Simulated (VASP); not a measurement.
# InP (I-4m2) in VASP: notebook, part 2 of 2

VASP 6.6.1. The steps go on from the part before.

## 5. Single point, r2SCAN (strain -0.030 along x and y, +0.030 along z)

Contents of POSCAR:

```
InP
1.0
    0.0000000000      2.8649618471      3.0421759819
    2.8649618471      0.0000000000      3.0421759819
    2.8649618471      2.8649618471      0.0000000000
In P
1 1
Direct
    0.0000000000      0.0000000000      0.0000000000
    0.7500000000      0.7500000000      0.7500000000
```

Contents of INCAR.step1:

```
PREC = Accurate
ENCUT = 520
ISMEAR = 0
SIGMA = 0.05
LREAL = False
LASPH = True
NELM = 100
NBANDS = 16
GGA = PE
ALGO = Normal
EDIFF = 1E-4
LWAVE = True
LCHARG = False
```

Contents of INCAR.step2:

```
PREC = Accurate
ENCUT = 520
EDIFF = 1E-6
ISMEAR = 0
SIGMA = 0.05
LREAL = False
LASPH = True
NELM = 100
ALGO = Normal
ISIF = 2
LWAVE = False
LCHARG = False
METAGGA = R2SCAN
LMIXTAU = True
NBANDS = 16
ISTART = 1
```

Contents of KPOINTS:

```
Automatic mesh
0
Gamma
  8 8 8
```

Potentials or basis: VASP PAW PBE potentials, release 64 (In_d, P).

The run is started by

```bash
> cat potpaw_PBE.64/In_d/POTCAR potpaw_PBE.64/P/POTCAR > POTCAR
> cp INCAR.step1 INCAR
> mpirun -np 1 vasp_std > vasp.out
> cp INCAR.step2 INCAR
> mpirun -np 1 vasp_std > vasp.out
```

OUTCAR:

```text
PREC = Accurate
   ENCUT = 520
   EDIFF = 1E-6
   ISMEAR = 0
   LREAL = False
   LASPH = True
   NELM = 100
   ISIF = 2
   METAGGA = R2SCAN
   ISTART = 1

 ion  position               nearest neighbor table
   1  0.000  0.000  0.000-   2 2.53   2 2.53   2 2.53   2 2.53
   2  0.750  0.750  0.750-   1 2.53   1 2.53   1 2.53   1 2.53

  LATTYP: Found a body centered tetragonal cell.
 ALAT       =     4.0516678999
 C/A-ratio  =     1.5016906899

  Lattice vectors:

 A1 = (  -2.8649618471,   0.0000000000,   3.0421759819)
 A2 = (   2.8649618471,   0.0000000000,   3.0421759819)
 A3 = (   0.0000000000,   2.8649618471,  -3.0421759819)

Analysis of symmetry for initial positions (statically):
=====================================================================
 Subroutine PRICEL returns:
 Original cell was already a primitive cell.

 Routine SETGRP: Setting up the symmetry group for a
 body centered tetragonal supercell.

 Subroutine GETGRP returns: Found  8 space group operations
 (whereof  8 operations were pure point group operations)
 out of a pool of 16 trial point group operations.

[... 156 lines left out ...]
  ext. energy  EPLUGINS =         0.00000000
  ---------------------------------------------------
  free energy    TOTEN  =       -32.26904467 eV

  energy without entropy =      -32.26904467  energy(sigma->0) =      -32.26904467

 E-fermi :   5.4275     XC(G=0):  -9.9211

 val. band max:        5.2065296664   @ k =   0.0000   0.0000   0.0000
 cond. band min:       6.2933747564   @ k =   0.0000   0.0000   0.0000
 fundamental gap:      1.0868450900
 Fermi energy:         5.4275345682

 k-point     1 :       0.0000    0.0000    0.0000
  band No.  band energies     occupation
      1      -9.5932      2.00000
      2      -9.5647      2.00000
      3      -9.5647      2.00000
      4      -9.3967      2.00000
      5      -9.3904      2.00000
      6      -6.9474      2.00000
[... 433 lines left out ...]
      3      -9.5212      2.00000
      4      -9.4087      2.00000
      5      -9.3692      2.00000
      6      -5.5932      2.00000
[... 8 lines left out ...]
     15      15.4710      0.00000
     16      16.0787      0.00000

 [... further k-points ...]
[... 5 lines left out ...]
  --------------------------------------------------------------------------------------
  -------------------------------------------------------------------------------------
  Total        0.9599364      0.9599364      0.0266497      0.0000000      0.0000000     -0.0000000
  in kB       30.7964771     30.7964771      0.8549708      0.0000000      0.0000000     -0.0000000
  external PRESSURE =      20.8159750 kB  Pullay stress =       0.0000000 kB

 VOLUME and BASIS-vectors are now :
 -----------------------------------------------------------------------------
  energy-cutoff  :      520.00
  volume of cell :       49.94
      direct lattice vectors                 reciprocal lattice vectors
     0.000000000  2.864961847  3.042175982    -0.174522394  0.174522394  0.164356041
     2.864961847  0.000000000  3.042175982     0.174522394 -0.174522394  0.164356041
     2.864961847  2.864961847  0.000000000     0.174522394  0.174522394 -0.164356041

 POSITION                                       TOTAL-FORCE (eV/Angst)
 -----------------------------------------------------------------------------------
      0.00000      0.00000      0.00000        -0.000000     -0.000000     -0.000000
      4.29744      4.29744      4.56326         0.000000      0.000000      0.000000
 -----------------------------------------------------------------------------------
    total drift:                               -0.000029     -0.000029     -0.000018

  FREE ENERGIE OF THE ION-ELECTRON SYSTEM (eV)
  ---------------------------------------------------
  free  energy   TOTEN  =       -32.2690446734 eV

  energy  without entropy=      -32.2690446734  energy(sigma->0) =      -32.26904467
```

OUTCAR.step1:

```text
PREC = Accurate
   ENCUT = 520
   ISMEAR = 0
   LREAL = False
   LASPH = True
[... 678 lines left out ...]
      0.00000      0.00000      0.00000        -0.000000     -0.000000     -0.000000
      4.29744      4.29744      4.56326         0.000000      0.000000      0.000000
 -----------------------------------------------------------------------------------
    total drift:                               -0.000003     -0.000003     -0.000000

  FREE ENERGIE OF THE ION-ELECTRON SYSTEM (eV)
  ---------------------------------------------------
  free  energy   TOTEN  =        -8.3558126313 eV

  energy  without entropy=       -8.3558126313  energy(sigma->0) =       -8.35581263
```

OSZICAR.step1:

```text
N       E                     dE             d eps       ncg     rms          rms(c)
DAV:   1     0.113936957124E+03    0.11394E+03   -0.83659E+03  1904   0.126E+03
DAV:   2    -0.958043151616E+00   -0.11490E+03   -0.10899E+03  2096   0.305E+02
DAV:   3    -0.856743292816E+01   -0.76094E+01   -0.75731E+01  2464   0.759E+01
DAV:   4    -0.877315661101E+01   -0.20572E+00   -0.20565E+00  2472   0.134E+01
DAV:   5    -0.878336713416E+01   -0.10211E-01   -0.10210E-01  2768   0.258E+00    0.574E+00
DAV:   6    -0.838504569817E+01    0.39832E+00   -0.62547E-01  3048   0.130E+01    0.345E+00
DAV:   7    -0.835472147863E+01    0.30324E-01   -0.16612E-01  2688   0.328E+00    0.126E+00
DAV:   8    -0.835499444713E+01   -0.27297E-03   -0.16090E-02  2416   0.151E+00    0.338E-01
DAV:   9    -0.835560488995E+01   -0.61044E-03   -0.13595E-03  2480   0.395E-01    0.158E-01
DAV:  10    -0.835573902567E+01   -0.13414E-03   -0.22947E-04  2320   0.211E-01    0.913E-02
DAV:  11    -0.835581263125E+01   -0.73606E-04   -0.14168E-04  2232   0.115E-01
   1 F= -.83558126E+01 E0= -.83558126E+01  d E =-.162615E-16
```

Run time: 94 s. Hardware: 1 thread of Intel Xeon Platinum 8375C at 2.90GHz (Ice Lake), shared host; peak memory 0.2 GiB.

What came out:

| Item | Value |
| --- | --- |
| Free energy | -32.2690 eV |
| Pressure | 2.1 GPa |
| Band gap on the k mesh | 1.09 eV |

Levels at points of the mesh, in eV from the valence-band top:
```csv
k point,band 6,band 7,band 8,band 9,band 10,band 11,band 12,band 13
"(0.00, 0.00, 0.00)",-12.15,-0.33,0.00,0.00,1.09,4.32,4.32,4.43
"(0.50, 0.00, 0.00)",-10.32,-6.02,-1.34,-0.91,1.71,4.92,5.28,7.49
"(0.50, 0.50, 0.00)",-9.79,-6.27,-2.30,-2.30,2.14,2.83,9.40,10.30
"(0.50, 0.00, 0.50)",-9.56,-5.88,-2.66,-2.63,1.78,2.26,9.90,9.99
```

Caveat: the cell differs from its parent crystal (strain -0.030 along x and y, +0.030 along z); the PAW data sets were made with another functional, which shifts forces and pressure a little; spin-orbit coupling is left out, which moves the levels of the heavy elements.

## 6. Summary

```tsv
cell	gap on the mesh (eV)	pressure (GPa)
a = 4.115, b = 4.115, c = 4.052 Å, angles 60.5, 60.5, 59.0°, 2 atoms	1.33	4.6
a = 4.083, b = 4.083, c = 4.114 Å, angles 59.7, 59.7, 60.5°, 2 atoms	1.33	4.6
a = 4.147, b = 4.147, c = 4.052 Å, angles 60.8, 60.8, 58.5°, 2 atoms	1.21	3.3
a = 4.179, b = 4.179, c = 4.052 Å, angles 61.0, 61.0, 58.0°, 2 atoms	1.09	2.1
```

Alike in all rows: task single point; level r2SCAN; potentials or basis VASP PAW PBE potentials, release 64 (In_d, P); no spin polarisation; k mesh 8 × 8 × 8; cutoff (eV) 520; smearing gaussian 0.05 eV.

Caveats: the PAW data sets were made with another functional, which shifts forces and pressure a little; spin-orbit coupling is left out, which moves the levels of the heavy elements; the cell stands under pressure (at least some runs).

Absolute energies hang on the potentials; compare differences alone.
